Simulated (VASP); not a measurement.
A run of VASP 6.6.1:

INCAR

```
SYSTEM = TlCl
PREC = Accurate
ENCUT = 500
EDIFF = 1E-6
ISMEAR = 0
SIGMA = 0.01
LREAL = .FALSE.
LASPH = .TRUE.
NELM = 120
ALGO = Normal
ISIF = 2
LWAVE = .FALSE.
LCHARG = .FALSE.
GGA = RP
NBANDS = 17
GGA_COMPAT = .FALSE.
```

File KPOINTS:

```
regular mesh
0
G
  5 5 5
  0 0 0
```

File POSCAR:

```
TlCl
1.0
    3.8340000000      0.0000000000      0.0000000000
    0.0000000000      3.8340000000      0.0000000000
    0.0000000000      0.0000000000      3.8340000000
Tl Cl
1 1
Direct
    0.0000000000      0.0000000000      0.0000000000
    0.5000000000      0.5000000000      0.5000000000
```

Potentials or basis: VASP PAW PBE potentials, release 64 (Tl_d, Cl).

The run is started by

```bash
$ cat potpaw_PBE.64/Tl_d/POTCAR potpaw_PBE.64/Cl/POTCAR > POTCAR
$ mpirun -np 1 vasp_std > vasp.out
```

Hardware: 1 thread of Intel Xeon 6975P-C, with other jobs on the host.

Problem. How long does it take, and how much memory?

Solution. It took 7.3 s on 1 thread of Intel Xeon 6975P-C, with other jobs on the host, peak memory 0.15 GiB. Counts: scf iterations 13, k points 10.
